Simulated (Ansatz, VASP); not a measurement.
## BaZrO3: VASP beside Ansatz

The input INCAR:

```
  PREC = Accurate
  ENCUT = 600
  EDIFF = 1E-6
  ISMEAR = -1
  SIGMA = 0.02
  LREAL = F
  LASPH = T
  NELM = 80
  ALGO = Normal
  ISIF = 3
  LWAVE = F
  LCHARG = F
  GGA = PS
  IBRION = 2
  NSW = 80
  EDIFFG = -0.01
```

The input KPOINTS:

```
Automatic mesh
0
Gamma
  6 6 6
```

The input POSCAR:

```
BaZrO3
1.0
    4.1913400000      0.0000000000      0.0000000000
    0.0000000000      4.1913400000      0.0000000000
    0.0000000000      0.0000000000      4.1913400000
Ba Zr O
1 1 3
Direct
    0.0000000000      0.0000000000      0.0000000000
    0.5000000000      0.5000000000      0.5000000000
    0.0000000000      0.5000000000      0.5000000000
    0.5000000000      0.0000000000      0.5000000000
    0.5000000000      0.5000000000      0.0000000000
```

Input for Ansatz:

```yaml
crystal:
  lattice:
    - [4.19134, 0.0, 0.0]
    - [0.0, 4.19134, 0.0]
    - [0.0, 0.0, 4.19134]
  atoms:
    - { symbol: Ba, position: [0.0, 0.0, 0.0] }
    - { symbol: Zr, position: [0.5, 0.5, 0.5] }
    - { symbol: O, position: [0.0, 0.5, 0.5] }
    - { symbol: O, position: [0.5, 0.0, 0.5] }
    - { symbol: O, position: [0.5, 0.5, 0.0] }
  symmetry: { tolerance: 0.0003 }
hamiltonian:
  xc: pbesol
  pseudopotentials: { kind: paw, azcp: { folder: soft_1 } }
basis:
  ecutwfc: 420
magnetization:
  spin_polarized: false
scf:
  occupations: { method: fermi_dirac, width: 0.02 }
kpoints:
  mp_grid: { grid: [6, 6, 6], shift: [0, 0, 0] }
output:
  forces: true
  stress: true
  eigenvalues: true
relax:
  max_steps: 60
  cell: {}
```

Alike in both runs: task relaxation of cell and atoms; functional PBEsol; k mesh 6 × 6 × 6; occupations fermi-dirac, width 0.02 eV; no spin polarisation.

|  | VASP | Ansatz |
| --- | --- | --- |
| version | VASP 6.6.1 | Ansatz 0.2.0 |
| potentials or method | VASP PAW PBE potentials, release 64 (Ba_sv, Zr_sv, O), cutoff 600 eV | PAW plane waves |
| valence electrons in the cell | 40 | 40 |

|  | VASP | Ansatz | Ansatz less VASP |
| --- | --- | --- | --- |
| gap on the k mesh at the Fermi level, each at its own relaxed structure (eV) | 3.11 | 3.18 | +0.070 |
| relaxed volume (Å³/atom) | 14.71 | 14.62 | -0.088 |
| relaxed length of the cell vector where the two differ most in proportion (Å) | 4.189 | 4.181 | -0.0084 |

VASP's potentials were made for PBE, not for PBEsol, and Ansatz warns of the same on its side.

Neither program's run includes spin-orbit coupling.
